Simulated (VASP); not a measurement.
Crystal: B3As.

```xyz
4
Lattice="3.6462 0.0000 0.0000 -1.8231 3.1577 0.0000 0.0000 0.0000 4.7897" Properties=species:S:1:pos:R:3 pbc="T T T"
B     1.8957    0.0000    0.0000
B    -0.9478    1.6417    0.0000
B     0.8752    1.5160    0.0000
As    0.0000    0.0000    2.3948
```

The cell was built from a structure type or drawn by symmetry, and may not be a known phase.

| Property | Result |
| --- | --- |
| Program | VASP 6.6.1 |
| Task | relaxation of cell and atoms |
| Functional | PBE |
| Potentials or basis | VASP PAW PBE potentials, release 64 (B, As) |
| Cutoff | 600 eV |
| k mesh | 6 × 6 × 4 |
| Occupations | gaussian, width 0.1 eV |
| Spin | no spin polarisation |

At the start: pressure -22.8 GPa; volume 13.79 Å³/atom.

Question: How do energy, volume and symmetry change on relaxing?

Answer: Over 13 steps the energy falls by 307.3 meV/atom and the volume is 10.22 Å³/atom (-25.9 %); space group P-62m (No. 189, to 0.1 Å) before, P6/mmm (No. 191, to 0.1 Å).

Step by step:
```
step  energy change (eV)  largest force (eV/Å)  pressure (GPa)  volume (Å³)
   1              0.0000                0.4748          -22.82        55.15
   2             -0.8484                0.1342           11.70        40.90
   3             -0.9799                0.2290           -1.09        44.04
   4             -1.1418                0.1912            0.47        42.25
   5             -1.1994                0.1636            1.72        40.96
   6             -1.1140                0.0674            7.57        38.30
   7             -1.2146                0.1437            2.67        40.34
   8             -1.2159                0.1306            3.38        39.96
   9             -1.2164                0.1345            3.17        40.07
  10             -1.2196                0.0960           -2.71        41.40
  11             -1.2257                0.1141           -0.17        40.80
  12             -1.2277                0.0760           -0.16        40.83
  13             -1.2290                0.0085           -0.15        40.88
```

Final structure:
```
B As
1.0
     3.42752    0.00000    0.00000
    -1.71376    2.96832    0.00000
     0.00000    0.00000    4.01803
B As
3 1
Direct
  0.50042 0.00000 0.00000
  0.00000 0.50042 0.00000
  0.49958 0.49958 0.00000
  0.00000 0.00000 0.50000
```

Caveat: the volume moved by over 15 % at a fixed basis, so the end points are rough.
